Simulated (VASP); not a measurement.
Here is a VASP 6.6.1 calculation.

Contents of INCAR:

```
SYSTEM = ZnSe
  PREC = Accurate
  ENCUT = 520
  EDIFF = 1E-7
  ISMEAR = 0
  SIGMA = 0.05
  LREAL = .False.
  LASPH = .True.
  NELM = 100
  ALGO = Normal
  ISIF = 2
  LWAVE = .False.
  LCHARG = .True.
  LELF = .True.
  LVHAR = .True.
  NBANDS = 16
```

Contents of KPOINTS:

```
regular mesh
0
Gamma
  8 8 8
  0 0 0
```

The input POSCAR:

```
ZnSe
1.0
    0.0000000000      2.9367081925      2.7070603954
    2.7070603954      0.0000000000      2.7070603954
    2.7070603954      2.9367081925      0.0000000000
Zn Se
1 1
Direct
    0.0000000000      0.0000000000      0.0000000000
    0.7500000000      0.7500000000      0.7500000000
```

Potentials or basis: VASP PAW LDA potentials, release 64 (Zn, Se).

The run is started by

```sh
$ cat potpaw_LDA.64/Zn/POTCAR potpaw_LDA.64/Se/POTCAR > POTCAR
$ mpirun -np 1 vasp_std > vasp.out
```

**Question.** What does it give for the band gap on the k mesh?

**Answer.** 1.15 eV.

**Question.** Estimate the pressure.

**Answer.** 0.4 GPa.

Stress tensor (GPa, compression positive):
```
 1.61  0.00  0.00
 0.00 -2.02  0.00
 0.00  0.00  1.61
```

Caveat: the cell differs from its parent crystal (strain +e along x and -e along y +0.0000, strain +e along z and -e/2 along x and y +0.0550).
